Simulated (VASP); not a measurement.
# HfO6 (Pm-3m) in VASP: single point with PBE

Aim: the single point of HfO6 with PBE.

All numbers are computed with VASP 6.6.1; they aren't measurements. Logs are shortened: lines on timing, memory, paths and dates and some standing lists are left out, and cuts for length are marked.

## (1) The cell of the first run

The structure is cubic, space group Pm-3m (No. 221). The conventional cell has a = 4.016 Å, b = 4.016 Å, c = 4.016 Å, α = 90.00°, β = 90.00°, γ = 90.00°. O (site symmetry 4mm) has 5 O at 1.58 to 1.72 Å within 2.1 Å. Hf (site symmetry m-3m) has 24 O at 2.95 Å within 3.9 Å.

## (2) Single point, PBE

INCAR reads:

```
SYSTEM = HfO6
ALGO = Normal
EDIFF = 1E-6
ENCUT = 520
GGA = PE
ISIF = 2
ISMEAR = 0
LASPH = .True.
LCHARG = .False.
LREAL = .False.
LWAVE = .False.
NBANDS = 32
NELM = 100
PREC = Accurate
SIGMA = 0.0117
```

KPOINTS reads:

```
k-points
0
Gamma
  6 6 6
  0 0 0
```

POSCAR reads:

```
HfO6
1.0
    4.0157440000      0.0000000000      0.0000000000
    0.0000000000      4.0157440000      0.0000000000
    0.0000000000      0.0000000000      4.0157440000
O Hf
6 1
Direct
    0.1970000000      0.5000000000      0.5000000000
    0.5000000000      0.1970000000      0.5000000000
    0.8030000000      0.5000000000      0.5000000000
    0.5000000000      0.8030000000      0.5000000000
    0.5000000000      0.5000000000      0.1970000000
    0.5000000000      0.5000000000      0.8030000000
    0.0000000000      0.0000000000      0.0000000000
```

Potentials or basis: VASP PAW PBE potentials, release 64 (O, Hf_pv).

Command:

```console
$ cat potpaw_PBE.64/O/POTCAR potpaw_PBE.64/Hf_pv/POTCAR > POTCAR
$ mpirun -np 1 vasp_std > vasp.out
```

OUTCAR:

```text
SYSTEM = HfO6
   EDIFF = 1E-6
   ENCUT = 520
   GGA = PE
   ISIF = 2
   ISMEAR = 0
   LASPH = .True.
   LREAL = .False.
   NELM = 100
   PREC = Accurate

 ion  position               nearest neighbor table
   1  0.197  0.500  0.500-   3 1.58   2 1.72   4 1.72   5 1.72   6 1.72
   2  0.500  0.197  0.500-   4 1.58   3 1.72   1 1.72   5 1.72   6 1.72
   3  0.803  0.500  0.500-   1 1.58   2 1.72   4 1.72   5 1.72   6 1.72
   4  0.500  0.803  0.500-   2 1.58   1 1.72   3 1.72   5 1.72   6 1.72
   5  0.500  0.500  0.197-   6 1.58   2 1.72   3 1.72   4 1.72   1 1.72
   6  0.500  0.500  0.803-   5 1.58   2 1.72   3 1.72   4 1.72   1 1.72
   7  0.000  0.000  0.000-

  LATTYP: Found a simple cubic cell.
 ALAT       =     4.0157440000

  Lattice vectors:

 A1 = (   4.0157440000,   0.0000000000,   0.0000000000)
 A2 = (   0.0000000000,   4.0157440000,   0.0000000000)
 A3 = (   0.0000000000,   0.0000000000,   4.0157440000)

Analysis of symmetry for initial positions (statically):
=====================================================================
 Subroutine PRICEL returns:
 Original cell was already a primitive cell.

 Routine SETGRP: Setting up the symmetry group for a
 simple cubic supercell.

 Subroutine GETGRP returns: Found 48 space group operations
 (whereof 48 operations were pure point group operations)
 out of a pool of 48 trial point group operations.

The static configuration has the point symmetry O_h .

Analysis of symmetry for dynamics (positions and initial velocities):
=====================================================================
 Subroutine PRICEL returns:
 Original cell was already a primitive cell.

 Routine SETGRP: Setting up the symmetry group for a
 simple cubic supercell.

 Subroutine GETGRP returns: Found 48 space group operations
 (whereof 48 operations were pure point group operations)
 out of a pool of 48 trial point group operations.

The dynamic configuration has the point symmetry O_h .

 Subroutine INISYM returns: Found 48 space group operations
 (whereof 48 operations are pure point group operations),
 and found     1 'primitive' translations

----------------------------------------------------------------------------------------

                                     Primitive cell

  volume of cell :      64.7587

  direct lattice vectors                    reciprocal lattice vectors
     4.015744000  0.000000000  0.000000000     0.249019858  0.000000000  0.000000000
     0.000000000  4.015744000  0.000000000     0.000000000  0.249019858  0.000000000
     0.000000000  0.000000000  4.015744000     0.000000000  0.000000000  0.249019858

  length of vectors
     4.015744000  4.015744000  4.015744000     0.249019858  0.249019858  0.249019858

  position of ions in fractional coordinates (direct lattice)
     0.197000000  0.500000000  0.500000000
     0.500000000  0.197000000  0.500000000
     0.803000000  0.500000000  0.500000000
     0.500000000  0.803000000  0.500000000
     0.500000000  0.500000000  0.197000000
     0.500000000  0.500000000  0.803000000
     0.000000000  0.000000000  0.000000000

  ion indices of the primitive-cell ions
   primitive index   ion index
                 1           1
                 2           2
                 3           3
                 4           4
                 5           5
                 6           6
                 7           7

----------------------------------------------------------------------------------------

 KPOINTS: k-points

Automatic generation of k-mesh.
 Grid dimensions read from file:
 generate k-points for:    6    6    6

 Generating k-lattice:

  Cartesian coordinates                     Fractional coordinates (reciprocal lattice)
     0.041503310  0.000000000  0.000000000     0.166666667  0.000000000  0.000000000
     0.000000000  0.041503310  0.000000000     0.000000000  0.166666667  0.000000000
     0.000000000  0.000000000  0.041503310     0.000000000  0.000000000  0.166666667

  Length of vectors
     0.041503310  0.041503310  0.041503310

  Shift w.r.t. Gamma in fractional coordinates (k-lattice)
     0.000000000  0.000000000  0.000000000

 Subroutine IBZKPT returns following result:
 ===========================================

 Found     20 irreducible k-points:

 Following reciprocal coordinates:
            Coordinates               Weight
  0.000000  0.000000  0.000000      1.000000
  0.166667  0.000000  0.000000      6.000000
  0.333333  0.000000  0.000000      6.000000
  0.500000  0.000000  0.000000      3.000000
  0.166667  0.166667  0.000000     12.000000
  0.333333  0.166667  0.000000     24.000000
[... 12 lines left out ...]
  0.500000  0.500000  0.333333      6.000000
  0.500000  0.500000  0.500000      1.000000
   k-points           NKPTS =     20   k-points in BZ     NKDIM =     20   number of bands    NBANDS=     32
   number of dos      NEDOS =    301   number of ions     NIONS =      7
   total plane-waves  NPLWV =  27000
   dimension x,y,z NGX =    30 NGY =   30 NGZ =   30
   dimension x,y,z NGXF=    60 NGYF=   60 NGZF=   60
   ions per type =               6   1
   NGX,Y,Z   is equivalent  to a cutoff of  12.42, 12.42, 12.42 a.u.
   NGXF,Y,Z  is equivalent  to a cutoff of  24.84, 24.84, 24.84 a.u.
 SYSTEM =  HfO6
   PREC   = accura    normal or accurate (medium, high low for compatibility)
   ISTART =      0    job   : 0-new  1-cont  2-samecut
   ICHARG =      2    charge: 1-file 2-atom 10-const
   ISPIN  =      1    spin polarized calculation?
   LNONCOLLINEAR =      F non collinear calculations
   LSORBIT =      F    spin-orbit coupling
   LASPH  =      T    aspherical Exc in radial PAW
   ENCUT  =  520.0 eV  38.22 Ry    6.18 a.u.   7.47  7.47  7.47*2*pi/ulx,y,z
   NELM   =    100;   NELMIN=  2; NELMDL= -5     # of ELM steps
   EDIFF  = 0.1E-05   stopping-criterion for ELM
   LREAL  =      F    real-space projection
   EDIFFG = 0.1E-04   stopping-criterion for IOM
   NSW    =      0    number of steps for IOM
   IBRION =     -1    ionic relax: 0-MD 1-quasi-New 2-CG
   NFREE  =      0    steps in history (QN), initial steepest desc. (CG)
   ISIF   =      2    stress and relaxation
   ISYM   =      2    0-nonsym 1-usesym 2-fastsym
   POTIM  = 0.5000    time-step for ionic-motion
   TEBEG  =    0.0;   TEEND  =   0.0 temperature during run
   PSTRESS=    0.0 pullay stress
   NELECT =      46.0000    total number of electrons
   NUPDOWN=      -1.0000    fix difference up-down
   EMIN   =  10.00;   EMAX   =-10.00  energy-range for DOS
   EFERMI =   0.00;   METHOD = LEGACY
   ISMEAR =     0;   SIGMA  =   0.01  broadening in eV -4-tet -1-fermi 0-gaus
   EFERMI_NEDOS =   21; number of points for ismear=-14 and -15
   IALGO  =     38    algorithm
   IMIX   =      4    mixing-type and parameters
     AMIX     =   0.40;   BMIX     =  1.00
     AMIX_MAG =   1.60;   BMIX_MAG =  1.00
  volume/ion in A,a.u.               =       9.25        62.43
  Fermi-wavevector in a.u.,A,eV,Ry     =   1.460701  2.760325 29.030048  2.133648
  Thomas-Fermi vector in A             =   2.577120
   LORBIT       =      0    0 simple, 1 ext, 2 COOP (PROOUT), +10 PAW based schemes
   GGA     = PE    functional components
   LHFCALC =     F    Hartree Fock is set to
   AEXX    =    0.0000 exact exchange contribution
   IVDW    =     0    specifies the selected vdW correction
   LEPSILON=     F    determine dielectric tensor
   LRPA    =     F    only Hartree local field effects (RPA)
 non-spin polarized calculation
 Gauss-broadening in eV      SIGMA  =   0.01
  energy-cutoff  :      520.00
  volume of cell :       64.76
 maximum number of plane-waves:      1775
 NGX is ok and might be reduce to    30
   NGX = 15   NGY = 15   NGZ = 15

 number of electron      45.9999965 magnetization

 Free energy of the ion-electron system (eV)
  ---------------------------------------------------
  ext. energy  EPLUGINS =         0.00000000
  ---------------------------------------------------
  free energy    TOTEN  =       -20.07703450 eV

  energy without entropy =      -20.07670456  energy(sigma->0) =      -20.07686953

 E-fermi :   6.7961     XC(G=0): -11.8009

 val. band max:        6.7888074612   @ k =   0.3333   0.3333   0.3333
 cond. band min:       6.8316733260   @ k =   0.5000   0.1667   0.0000
 fundamental gap:      0.0428658649
 Fermi energy:         6.7961460860

 k-point     1 :       0.0000    0.0000    0.0000
  band No.  band energies     occupation
      1     -26.6990      2.00000
      2     -26.6990      2.00000
      3     -26.6990      2.00000
      4     -20.8640      2.00000
      5     -14.0187      2.00000
      6     -14.0187      2.00000
[... 24 lines left out ...]
     31       8.6733      0.00000
     32       8.6733      0.00000

 k-point     2 :       0.1667    0.0000    0.0000
  band No.  band energies     occupation
      1     -26.7091      2.00000
      2     -26.6981      2.00000
      3     -26.6981      2.00000
      4     -20.7592      2.00000
      5     -14.9074      2.00000
      6     -14.0122      2.00000
[... 24 lines left out ...]
     31       8.8381      0.00000
     32       8.9740      0.00000

 k-point     3 :       0.3333    0.0000    0.0000
  band No.  band energies     occupation
      1     -26.7291      2.00000
      2     -26.6964      2.00000
      3     -26.6964      2.00000
      4     -20.5184      2.00000
      5     -15.9566      2.00000
      6     -13.9985      2.00000
[... 24 lines left out ...]
     31       9.5678      0.00000
     32       9.6209      0.00000

 k-point     4 :       0.5000    0.0000    0.0000
  band No.  band energies     occupation
      1     -26.7391      2.00000
      2     -26.6955      2.00000
      3     -26.6955      2.00000
      4     -20.3765      2.00000
      5     -16.3894      2.00000
      6     -13.9920      2.00000
[... 24 lines left out ...]
     31       9.6938      0.00000
     32       9.9269      0.00000

 k-point     5 :       0.1667    0.1667    0.0000
  band No.  band energies     occupation
      1     -26.7091      2.00000
      2     -26.7065      2.00000
      3     -26.6973      2.00000
      4     -20.6549      2.00000
      5     -15.0529      2.00000
      6     -14.6599      2.00000
[... 444 lines left out ...]
     31       8.5830      0.00000
     32      11.1775      0.00000

 k-point    18 :       0.5000    0.3333    0.3333
  band No.  band energies     occupation
      1     -26.7259      2.00000
      2     -26.7171      2.00000
      3     -26.7157      2.00000
      4     -19.5960      2.00000
      5     -16.3044      2.00000
      6     -15.9693      2.00000
[... 24 lines left out ...]
     31       8.3451      0.00000
     32      11.2447      0.00000

 k-point    19 :       0.5000    0.5000    0.3333
  band No.  band energies     occupation
      1     -26.7240      2.00000
      2     -26.7240      2.00000
      3     -26.7149      2.00000
      4     -19.3990      2.00000
      5     -16.2978      2.00000
      6     -16.2978      2.00000
[... 24 lines left out ...]
     31       8.2805      0.00000
     32      11.3859      0.00000

 k-point    20 :       0.5000    0.5000    0.5000
  band No.  band energies     occupation
      1     -26.7224      2.00000
      2     -26.7224      2.00000
      3     -26.7224      2.00000
      4     -19.1693      2.00000
      5     -16.2963      2.00000
      6     -16.2963      2.00000
[... 24 lines left out ...]
     31       8.4300      0.00000
     32      11.7382      0.00000

------------------------ aborting loop because EDIFF is reached ----------------------------------------

  FORCE on cell =-STRESS in cart. coord.  units (eV):
  Direction    XX          YY          ZZ          XY          YZ          ZX
  --------------------------------------------------------------------------------------
  -------------------------------------------------------------------------------------
  Total       33.8443961     33.8443961     33.8443961      0.0000000      0.0000000      0.0000000
  in kB      837.3350963    837.3350963    837.3350963      0.0000000      0.0000000      0.0000000
  external PRESSURE =     837.3350963 kB  Pullay stress =       0.0000000 kB

 VOLUME and BASIS-vectors are now :
 -----------------------------------------------------------------------------
  energy-cutoff  :      520.00
  volume of cell :       64.76
      direct lattice vectors                 reciprocal lattice vectors
     4.015744000  0.000000000  0.000000000     0.249019858  0.000000000  0.000000000
     0.000000000  4.015744000  0.000000000     0.000000000  0.249019858  0.000000000
     0.000000000  0.000000000  4.015744000     0.000000000  0.000000000  0.249019858

 POSITION                                       TOTAL-FORCE (eV/Angst)
 -----------------------------------------------------------------------------------
      0.79110      2.00787      2.00787       -10.335365      0.000000     -0.000000
      2.00787      0.79110      2.00787         0.000000    -10.335365     -0.000000
      3.22464      2.00787      2.00787        10.335365      0.000000      0.000000
      2.00787      3.22464      2.00787        -0.000000     10.335365      0.000000
      2.00787      2.00787      0.79110         0.000000      0.000000    -10.335365
      2.00787      2.00787      3.22464        -0.000000      0.000000     10.335365
      0.00000      0.00000      0.00000        -0.000000      0.000000      0.000000
 -----------------------------------------------------------------------------------
    total drift:                                0.000000      0.000000     -0.000000

  FREE ENERGIE OF THE ION-ELECTRON SYSTEM (eV)
  ---------------------------------------------------
  free  energy   TOTEN  =       -20.0770345038 eV

  energy  without entropy=      -20.0767045568  energy(sigma->0) =      -20.07686953
```

It took 36 s on 1 thread of Intel Xeon Platinum 8375C at 2.90GHz (Ice Lake), shared host; peak memory 0.18 GiB.

What came out:

- Free energy: -20.0770 eV
- Pressure: 83.7 GPa
- Largest force: 10.335 eV/Å
- Band gap on the k mesh: zero (band 23 reaches 6.97 eV, above the bottom of band 24 at 5.47 eV)

Forces on the atoms (eV/Å):
```
O   -10.335   0.000   0.000
O     0.000 -10.335   0.000
O    10.335   0.000   0.000
O     0.000  10.335   0.000
O     0.000   0.000 -10.335
O     0.000   0.000  10.335
Hf    0.000   0.000   0.000
```

Levels at points of the mesh, in eV from the Fermi level:
| k point | band 19 | band 20 | band 21 | band 22 | band 23 | band 24 | band 25 | band 26 | band 27 | band 28 |
| --- | --- | --- | --- | --- | --- | --- | --- | --- | --- | --- |
| (0.00, 0.00, 0.00) | -5.03 | -2.42 | -2.42 | -1.57 | -1.04 | -1.04 | 0.90 | 0.90 | 0.90 | 1.49 |
| (0.50, 0.00, 0.00) | -2.51 | -2.51 | -2.40 | 0.15 | 0.15 | 0.22 | 0.35 | 0.53 | 0.63 | 0.63 |
| (0.50, 0.50, 0.00) | -2.05 | -1.68 | -1.01 | -1.01 | -0.11 | -0.09 | -0.09 | 0.26 | 1.45 | 1.54 |
| (0.50, 0.50, 0.50) | -1.83 | -1.77 | -1.77 | -1.77 | -1.32 | -1.32 | -1.32 | 0.98 | 1.30 | 1.30 |

Caveat: spin-orbit coupling is left out, which moves the levels of the heavy elements; forces of over 1 eV/Å act on the atoms, so gaps and moduli don't describe the material at rest.
